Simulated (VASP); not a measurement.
Here is a VASP 6.6.1 calculation.

File INCAR:

```
SYSTEM = Ga2P
ALGO = Normal
EDIFF = 1E-7
ENCUT = 520
GGA = PE
ISIF = 2
ISMEAR = 0
LASPH = .True.
LCHARG = .False.
LREAL = .False.
LWAVE = .False.
NBANDS = 22
NELM = 80
PREC = Accurate
SIGMA = 0.1
```

File KPOINTS:

```
k-points
0
Gamma
  6 6 6
  0 0 0
```

The input POSCAR:

```
Ga2P
1.0
    0.0000000000      3.1383494215      3.1383494215
    3.1383494215      0.0000000000      3.1383494215
    3.1383494215      3.1383494215      0.0000000000
Ga P
2 1
Direct
    0.5000000000      0.5000000000      0.5000000000
    0.7500000000      0.7500000000      0.7500000000
    0.0000000000      0.0000000000      0.0000000000
```

Potentials or basis: VASP PAW PBE potentials, release 64 (Ga_d, P).

Command:

```console
$ cat potpaw_PBE.64/Ga_d/POTCAR potpaw_PBE.64/P/POTCAR > POTCAR
$ mpirun -np 1 vasp_std > vasp.out
```

Question: What does it give for the pressure?

Answer: 0.1 GPa.
